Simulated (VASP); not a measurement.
Input of a VASP 6.6.1 run:

File INCAR:

```
ALGO     = Normal         # electronic algorithm
EDIFF    = 1E-7           # SCF threshold, eV
ENCUT    = 520            # plane-wave cutoff, eV
GGA      = PE             # functional
ISIF     = 2              # what is computed and relaxed
ISMEAR   = -1             # smearing method
LASPH    = True           # aspherical terms in the spheres
LCHARG   = False          # write CHGCAR
LREAL    = False          # projectors in reciprocal space
LWAVE    = False          # write WAVECAR
NBANDS   = 17             # bands
NELM     = 60             # most SCF steps
PREC     = Accurate       # precision mode
SIGMA    = 0.05           # smearing width, eV
```

Contents of KPOINTS:

```
k-points
0
Gamma
  13 13 13
```

Contents of POSCAR:

```
InF
1.0
    0.0000000000      2.9741353515      2.9741353515
    2.9741353515      0.0000000000      2.9741353515
    2.9741353515      2.9741353515      0.0000000000
In F
1 1
Direct
    0.0000000000      0.0000000000      0.0000000000
    0.2500000000      0.2500000000      0.2500000000
```

Potentials or basis: VASP PAW PBE potentials, release 64 (In_d, F).

The run is started by

```bash
$ cat potpaw_PBE.64/In_d/POTCAR potpaw_PBE.64/F/POTCAR > POTCAR
$ mpirun -np 1 vasp_std > vasp.out
```

(1) Estimate the pressure.

(2) Estimate the band gap on the k mesh.

## Answers

(1) 0.6 GPa.

(2) 1.79 eV, direct.

Caveat: spin-orbit coupling is left out, which moves the levels of the heavy elements.
